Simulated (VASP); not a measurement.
Input of a VASP 6.6.1 run:

File INCAR:

```
SYSTEM = Au
PREC     = Accurate       ! precision mode
ENCUT    = 600            ! plane-wave cutoff, eV
EDIFF    = 1E-7           ! SCF threshold, eV
ISMEAR   = 0              ! smearing method
SIGMA    = 0.1            ! smearing width, eV
LREAL    = .FALSE.        ! projectors in reciprocal space
LASPH    = .TRUE.         ! aspherical terms in the spheres
NELM     = 60             ! most SCF steps
ALGO     = Normal         ! electronic algorithm
ISIF     = 3              ! what is computed and relaxed
LWAVE    = .FALSE.        ! write WAVECAR
LCHARG   = .FALSE.        ! write CHGCAR
GGA      = PE             ! functional
IBRION   = 2              ! ionic algorithm
NSW      = 90             ! ionic steps
EDIFFG   = -0.04          ! ionic threshold
```

KPOINTS

```
regular mesh
0
G
  8 8 6
  0 0 0
```

The input POSCAR:

```
Au
1.0
    1.2464392937     -2.3271117249      0.0000000000
    1.2464392937      2.3271117249      0.0000000000
    0.0000000000      0.0000000000      3.6341196799
Au
1
Direct
    0.0000000000      0.0000000000      0.0000000000
```

Potentials or basis: VASP PAW PBE potentials, release 64 (Au).

Launch:

```console
$ cat potpaw_PBE.64/Au/POTCAR > POTCAR
$ mpirun -np 1 vasp_std > vasp.out
```

(1) What does it give for the relaxed cell?

(2) Estimate the relaxed volume.

Answers

(1) a = 2.812 Å, b = 2.812 Å, c = 2.806 Å, α = 90.00°, β = 90.00°, γ = 120.07°.

(2) 19.20 Å³/atom.
